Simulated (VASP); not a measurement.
# LiF: single point with PBEsol

The system is LiF.

```
F Li
1.0
     8.01519    0.00000    0.00000
     0.00000    8.01519    0.00000
     0.00000    0.00000    8.01519
F Li
32 32
Direct
  0.25000 0.00000 0.00000
  0.25000 0.00000 0.50000
  0.25000 0.50000 0.00000
  0.25000 0.50000 0.50000
  0.75000 0.00000 0.00000
  0.75000 0.00000 0.50000
  0.75000 0.50000 0.00000
  0.75000 0.50000 0.50000
  0.00000 0.25000 0.00000
  0.00000 0.25000 0.50000
  0.00000 0.75000 0.00000
  0.00000 0.75000 0.50000
  0.50000 0.25000 0.00000
  0.50000 0.25000 0.50000
  0.50000 0.75000 0.00000
  0.50000 0.75000 0.50000
  0.00000 0.00000 0.25000
  0.00000 0.00000 0.75000
  0.00000 0.50000 0.25000
  0.00000 0.50000 0.75000
  0.50000 0.00000 0.25000
  0.50000 0.00000 0.75000
  0.50000 0.50000 0.25000
  0.50000 0.50000 0.75000
  0.25000 0.25000 0.25000
  0.25000 0.25000 0.75000
  0.25000 0.75000 0.25000
  0.25000 0.75000 0.75000
  0.75000 0.25000 0.25000
  0.75000 0.25000 0.75000
  0.75000 0.75000 0.25000
  0.75000 0.75000 0.75000
  0.00000 0.00000 0.00000
  0.00000 0.00000 0.50000
  0.00000 0.50000 0.00000
  0.00000 0.50000 0.50000
  0.50000 0.00000 0.00000
  0.50000 0.00000 0.50000
  0.50000 0.50000 0.00000
  0.50000 0.50000 0.50000
  0.25000 0.25000 0.00000
  0.25000 0.25000 0.50000
  0.25000 0.75000 0.00000
  0.25000 0.75000 0.50000
  0.75000 0.25000 0.00000
  0.75000 0.25000 0.50000
  0.75000 0.75000 0.00000
  0.75000 0.75000 0.50000
  0.25000 0.00000 0.25000
  0.25000 0.00000 0.75000
  0.25000 0.50000 0.25000
  0.25000 0.50000 0.75000
  0.75000 0.00000 0.25000
  0.75000 0.00000 0.75000
  0.75000 0.50000 0.25000
  0.75000 0.50000 0.75000
  0.00000 0.25000 0.25000
  0.00000 0.25000 0.75000
  0.00000 0.75000 0.25000
  0.00000 0.75000 0.75000
  0.50000 0.25000 0.25000
  0.50000 0.25000 0.75000
  0.50000 0.75000 0.25000
  0.50000 0.75000 0.75000
```

```
Program             : VASP 6.6.1
Task                : single point
Functional          : PBEsol
Potentials or basis : VASP PAW PBE potentials, release 64 (F, Li_sv)
Cutoff              : 520 eV
k mesh              : 1 × 1 × 1, shifted
Occupations         : fermi-dirac, width 0.05 eV
Spin                : no spin polarisation
```

```
Band gap on the k mesh : 9.53 eV
```

Levels at points of the mesh, in eV from the valence-band top:
| k point | band 156 | band 157 | band 158 | band 159 | band 160 | band 161 | band 162 | band 163 | band 164 | band 165 |
| --- | --- | --- | --- | --- | --- | --- | --- | --- | --- | --- |
| (0.25, 0.25, 0.25) | -0.07 | -0.07 | -0.07 | 0.00 | 0.00 | 9.53 | 10.56 | 10.56 | 10.56 | 10.69 |

Run time: 17 min on 1 thread of Intel(R) Xeon(R) Platinum 8375C CPU @ 2.90GHz (Ice Lake), with other jobs on the host, peak memory 0.61 GiB.

Caveat: a shifted mesh leaves out Γ, where band edges can lie. A k mesh can miss the band edges.
